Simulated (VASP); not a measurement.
# Sc3Al (P4mm) in VASP: single point with PBEsol

Aim: the single point of Sc3Al with PBEsol.

Program: VASP 6.6.1. These are calculated values, not measurements. Logs are shortened: lines on timing, memory, paths and dates and some standing lists are left out, and cuts for length are marked.

## (1) The cell of the first run

It takes space group P4mm (No. 99, tetragonal). Conventional cell: a = 4.375 Å, b = 4.375 Å, c = 4.375 Å, α = 90.00°, β = 90.00°, γ = 90.00°. Sc (site symmetry 2mm) has 4 Al at 2.89 to 3.31 Å and 8 Sc at 3.09 Å within 3.8 Å. Sc (site symmetry 4mm) has 8 Sc at 3.09 Å and 4 Al at 3.11 Å within 4.1 Å. Al (site symmetry 4mm) has 12 Sc at 2.89 to 3.31 Å within 3.8 Å.

## (2) Single point, PBEsol (atom 4 (Al) moved +0.300 Å along Cartesian [0 0 1])

The input, INCAR:

```
ALGO     = Fast           # electronic algorithm
EDIFF    = 1E-6           # SCF threshold, eV
ENCUT    = 520            # plane-wave cutoff, eV
GGA      = PS             # functional
ISIF     = 2              # what is computed and relaxed
ISMEAR   = 0              # smearing method
LASPH    = True           # aspherical terms in the spheres
LCHARG   = False          # write CHGCAR
LREAL    = False          # projectors in reciprocal space
LWAVE    = False          # write WAVECAR
NBANDS   = 26             # bands
NELM     = 100            # most SCF steps
PREC     = Accurate       # precision mode
SIGMA    = 0.15           # smearing width, eV
```

The input, KPOINTS:

```
k-points
0
Gamma
  12 12 12
```

The input, POSCAR:

```
Sc3Al
1.0
    4.3747949981      0.0000000000      0.0000000000
    0.0000000000      4.3747949981      0.0000000000
    0.0000000000      0.0000000000      4.3747949981
Sc Al
3 1
Direct
    0.5000000000      0.0000000000      0.5000000000
    0.0000000000      0.5000000000      0.5000000000
    0.5000000000      0.5000000000      0.0000000000
    0.0000000000      0.0000000000      0.0685746418
```

Potentials or basis: VASP PAW PBE potentials, release 64 (Sc_sv, Al).

Run with:

```console
$ cat potpaw_PBE.64/Sc_sv/POTCAR potpaw_PBE.64/Al/POTCAR > POTCAR
$ mpirun -np 1 vasp_std > vasp.out
```

OUTCAR:

```text
EDIFF = 1E-6
   ENCUT = 520
   GGA = PS
   ISIF = 2
   ISMEAR = 0
   LASPH = True
   LREAL = False
   NELM = 100
   PREC = Accurate

 ion  position               nearest neighbor table
   1  0.500  0.000  0.500-   4 2.89   4 2.89   2 3.09   3 3.09   2 3.09   3 3.09   3 3.09   2 3.09
                             3 3.09   2 3.09   4 3.31   4 3.31
   2  0.000  0.500  0.500-   4 2.89   4 2.89   1 3.09   3 3.09   1 3.09   3 3.09   1 3.09   3 3.09
                             3 3.09   1 3.09   4 3.31   4 3.31
   3  0.500  0.500  0.000-   1 3.09   2 3.09   1 3.09   2 3.09   1 3.09   1 3.09   2 3.09   2 3.09
                             4 3.11   4 3.11   4 3.11   4 3.11
   4  0.000  0.000  0.069-   1 2.89   2 2.89   2 2.89   1 2.89   3 3.11   3 3.11   3 3.11   3 3.11
                             1 3.31   2 3.31   1 3.31   2 3.31

  LATTYP: Found a simple cubic cell.
 ALAT       =     4.3747949981

  Lattice vectors:

 A1 = (   4.3747949981,   0.0000000000,   0.0000000000)
 A2 = (   0.0000000000,   4.3747949981,   0.0000000000)
 A3 = (   0.0000000000,   0.0000000000,   4.3747949981)

Analysis of symmetry for initial positions (statically):
=====================================================================
 Subroutine PRICEL returns:
 Original cell was already a primitive cell.

 Routine SETGRP: Setting up the symmetry group for a
 simple cubic supercell.

 Subroutine GETGRP returns: Found  8 space group operations
 (whereof  8 operations were pure point group operations)
 out of a pool of 48 trial point group operations.

The static configuration has the point symmetry C_4v.

Analysis of symmetry for dynamics (positions and initial velocities):
=====================================================================
 Subroutine PRICEL returns:
 Original cell was already a primitive cell.

 Routine SETGRP: Setting up the symmetry group for a
 simple cubic supercell.

 Subroutine GETGRP returns: Found  8 space group operations
 (whereof  8 operations were pure point group operations)
 out of a pool of 48 trial point group operations.

The dynamic configuration has the point symmetry C_4v.

 Subroutine INISYM returns: Found  8 space group operations
 (whereof  8 operations are pure point group operations),
 and found     1 'primitive' translations

----------------------------------------------------------------------------------------

                                     Primitive cell

  volume of cell :      83.7285

  direct lattice vectors                    reciprocal lattice vectors
     4.374794998  0.000000000  0.000000000     0.228582139  0.000000000  0.000000000
     0.000000000  4.374794998  0.000000000     0.000000000  0.228582139  0.000000000
     0.000000000  0.000000000  4.374794998     0.000000000  0.000000000  0.228582139

  length of vectors
     4.374794998  4.374794998  4.374794998     0.228582139  0.228582139  0.228582139

  position of ions in fractional coordinates (direct lattice)
     0.500000000  0.000000000  0.500000000
     0.000000000  0.500000000  0.500000000
     0.500000000  0.500000000  0.000000000
     0.000000000  0.000000000  0.068574642

  ion indices of the primitive-cell ions
   primitive index   ion index
                 1           1
                 2           2
                 3           3
                 4           4

----------------------------------------------------------------------------------------

 KPOINTS: k-points

Automatic generation of k-mesh.
 Grid dimensions read from file:
 generate k-points for:   12   12   12

 Generating k-lattice:

  Cartesian coordinates                     Fractional coordinates (reciprocal lattice)
     0.019048512  0.000000000  0.000000000     0.083333333  0.000000000  0.000000000
     0.000000000  0.019048512  0.000000000     0.000000000  0.083333333  0.000000000
     0.000000000  0.000000000  0.019048512     0.000000000  0.000000000  0.083333333

  Length of vectors
     0.019048512  0.019048512  0.019048512

  Shift w.r.t. Gamma in fractional coordinates (k-lattice)
     0.000000000  0.000000000  0.000000000

 Subroutine IBZKPT returns following result:
 ===========================================

 Found    196 irreducible k-points:

 Following reciprocal coordinates:
            Coordinates               Weight
  0.000000  0.000000  0.000000      1.000000
  0.083333  0.000000  0.000000      4.000000
  0.000000  0.000000  0.083333      2.000000
  0.166667  0.000000  0.000000      4.000000
  0.000000  0.000000  0.166667      2.000000
  0.250000  0.000000  0.000000      4.000000
[... 16 lines left out ...]
  0.000000  0.333333  0.083333      8.000000
  0.083333  0.000000  0.333333      8.000000
 [... further k-points ...]
   k-points           NKPTS =    196   k-points in BZ     NKDIM =    196   number of bands    NBANDS=     26
   number of dos      NEDOS =    301   number of ions     NIONS =      4
   total plane-waves  NPLWV =  46656
   dimension x,y,z NGX =    36 NGY =   36 NGZ =   36
   dimension x,y,z NGXF=    72 NGYF=   72 NGZF=   72
   ions per type =               3   1
   NGX,Y,Z   is equivalent  to a cutoff of  13.68, 13.68, 13.68 a.u.
   NGXF,Y,Z  is equivalent  to a cutoff of  27.36, 27.36, 27.36 a.u.
 SYSTEM =  unknown system
   PREC   = accura    normal or accurate (medium, high low for compatibility)
   ISTART =      0    job   : 0-new  1-cont  2-samecut
   ICHARG =      2    charge: 1-file 2-atom 10-const
   ISPIN  =      1    spin polarized calculation?
   LNONCOLLINEAR =      F non collinear calculations
   LSORBIT =      F    spin-orbit coupling
   LASPH  =      T    aspherical Exc in radial PAW
   ENCUT  =  520.0 eV  38.22 Ry    6.18 a.u.   8.13  8.13  8.13*2*pi/ulx,y,z
   NELM   =    100;   NELMIN=  2; NELMDL= -5     # of ELM steps
   EDIFF  = 0.1E-05   stopping-criterion for ELM
   LREAL  =      F    real-space projection
   EDIFFG = 0.1E-04   stopping-criterion for IOM
   NSW    =      0    number of steps for IOM
   IBRION =     -1    ionic relax: 0-MD 1-quasi-New 2-CG
   NFREE  =      0    steps in history (QN), initial steepest desc. (CG)
   ISIF   =      2    stress and relaxation
   ISYM   =      2    0-nonsym 1-usesym 2-fastsym
   POTIM  = 0.5000    time-step for ionic-motion
   TEBEG  =    0.0;   TEEND  =   0.0 temperature during run
   PSTRESS=    0.0 pullay stress
   NELECT =      36.0000    total number of electrons
   NUPDOWN=      -1.0000    fix difference up-down
   EMIN   =  10.00;   EMAX   =-10.00  energy-range for DOS
   EFERMI =   0.00;   METHOD = LEGACY
   ISMEAR =     0;   SIGMA  =   0.15  broadening in eV -4-tet -1-fermi 0-gaus
   EFERMI_NEDOS =   21; number of points for ismear=-14 and -15
   IALGO  =     68    algorithm
   IMIX   =      4    mixing-type and parameters
     AMIX     =   0.40;   BMIX     =  1.00
     AMIX_MAG =   1.60;   BMIX_MAG =  1.00
  volume/ion in A,a.u.               =      20.93       141.26
  Fermi-wavevector in a.u.,A,eV,Ry     =   1.235619  2.334982 20.772758  1.526755
  Thomas-Fermi vector in A             =   2.370261
   LORBIT       =      0    0 simple, 1 ext, 2 COOP (PROOUT), +10 PAW based schemes
   GGA     = PS    functional components
   LHFCALC =     F    Hartree Fock is set to
   AEXX    =    0.0000 exact exchange contribution
   IVDW    =     0    specifies the selected vdW correction
   LEPSILON=     F    determine dielectric tensor
   LRPA    =     F    only Hartree local field effects (RPA)
 non-spin polarized calculation
 RMM-DIIS sequential band-by-band and
 Gauss-broadening in eV      SIGMA  =   0.15
  energy-cutoff  :      520.00
  volume of cell :       83.73
 maximum number of plane-waves:      2301
 NGX is ok and might be reduce to    36
   NGX = 17   NGY = 17   NGZ = 17

 number of electron      35.9999994 magnetization

 Free energy of the ion-electron system (eV)
  ---------------------------------------------------
  ext. energy  EPLUGINS =         0.00000000
  ---------------------------------------------------
  free energy    TOTEN  =       -24.76470078 eV

  energy without entropy =      -24.70078805  energy(sigma->0) =      -24.73274442

 E-fermi :   4.8300     XC(G=0): -10.3509

 val. band max:        4.8296685775   @ k =   0.4167   0.1667   0.5000
 cond. band min:       4.8330081816   @ k =   0.1667   0.5000   0.4167
 fundamental gap:      0.0033396041
 Fermi energy:         4.8300451248

 k-point     1 :       0.0000    0.0000    0.0000
  band No.  band energies     occupation
      1     -44.2653      2.00000
      2     -44.1525      2.00000
      3     -44.1207      2.00000
      4     -23.1949      2.00000
      5     -23.1811      2.00000
      6     -23.1811      2.00000
[... 18 lines left out ...]
     25       7.3121      0.00000
     26       8.5036      0.00000

 k-point     2 :       0.0833    0.0000    0.0000
  band No.  band energies     occupation
      1     -44.2638      2.00000
      2     -44.1526      2.00000
      3     -44.1220      2.00000
      4     -23.1905      2.00000
      5     -23.1770      2.00000
      6     -23.1745      2.00000
[... 18 lines left out ...]
     25       7.4090      0.00000
     26       8.4323      0.00000

 k-point     3 :       0.0000    0.0000    0.0833
  band No.  band energies     occupation
      1     -44.2634      2.00000
      2     -44.1543      2.00000
      3     -44.1206      2.00000
      4     -23.1882      2.00000
      5     -23.1763      2.00000
      6     -23.1763      2.00000
[... 572 lines left out ...]
 k-point    23 :       0.0000    0.3333    0.0833
  band No.  band energies     occupation
      1     -44.2447      2.00000
      2     -44.1571      2.00000
      3     -44.1361      2.00000
      4     -23.1478      2.00000
      5     -23.1238      2.00000
      6     -23.0699      2.00000
[... 18 lines left out ...]
     25       7.6058      0.00000
     26       7.8126      0.00000

 k-point    24 :       0.0833    0.0000    0.3333
  band No.  band energies     occupation
      1     -44.2371      2.00000
      2     -44.1790      2.00000
      3     -44.1217      2.00000
      4     -23.1357      2.00000
      5     -23.1113      2.00000
      6     -23.0700      2.00000
[... 18 lines left out ...]
     25       7.6209      0.00000
     26       7.7283      0.00000

 [... further k-points ...]

------------------------ aborting loop because EDIFF is reached ----------------------------------------

  FORCE on cell =-STRESS in cart. coord.  units (eV):
  Direction    XX          YY          ZZ          XY          YZ          ZX
  --------------------------------------------------------------------------------------
  -------------------------------------------------------------------------------------
  Total        0.6116026      0.6116026      0.6906755      0.0000000     -0.0000000      0.0000000
  in kB       11.7032575     11.7032575     13.2163493      0.0000000     -0.0000000      0.0000000
  external PRESSURE =      12.2076215 kB  Pullay stress =       0.0000000 kB

 VOLUME and BASIS-vectors are now :
 -----------------------------------------------------------------------------
  energy-cutoff  :      520.00
  volume of cell :       83.73
      direct lattice vectors                 reciprocal lattice vectors
     4.374794998  0.000000000  0.000000000     0.228582139  0.000000000  0.000000000
     0.000000000  4.374794998  0.000000000     0.000000000  0.228582139  0.000000000
     0.000000000  0.000000000  4.374794998     0.000000000  0.000000000  0.228582139

 POSITION                                       TOTAL-FORCE (eV/Angst)
 -----------------------------------------------------------------------------------
      2.18740      0.00000      2.18740        -0.000000     -0.000000      0.463659
      0.00000      2.18740      2.18740         0.000000     -0.000000      0.463659
      2.18740      2.18740      0.00000         0.000000      0.000000      0.471761
      0.00000      0.00000      0.30000         0.000000     -0.000000     -1.399080
 -----------------------------------------------------------------------------------
    total drift:                                0.000000      0.000000     -0.000444

  FREE ENERGIE OF THE ION-ELECTRON SYSTEM (eV)
  ---------------------------------------------------
  free  energy   TOTEN  =       -24.7647007832 eV

  energy  without entropy=      -24.7007880545  energy(sigma->0) =      -24.73274442
```

Run time: 17 min. Hardware: 1 thread of Intel Xeon 8259CL, shared host; peak memory 0.47 GiB.

Results:

```
Free energy            : -24.7647 eV
Pressure               : 1.2 GPa
Largest force          : 1.399 eV/Å
Band gap on the k mesh : zero (bands 18 and 19 overlap by 1.13 eV)
```

Forces on the atoms (eV/Å):
```
Sc   0.000  0.000  0.464
Sc   0.000  0.000  0.464
Sc   0.000  0.000  0.472
Al   0.000  0.000 -1.399
```

Caveat: the cell differs from its parent crystal (atom 4 (Al) moved +0.300 Å along Cartesian [0 0 1]); the PAW data sets were made with another functional, which shifts forces and pressure a little.
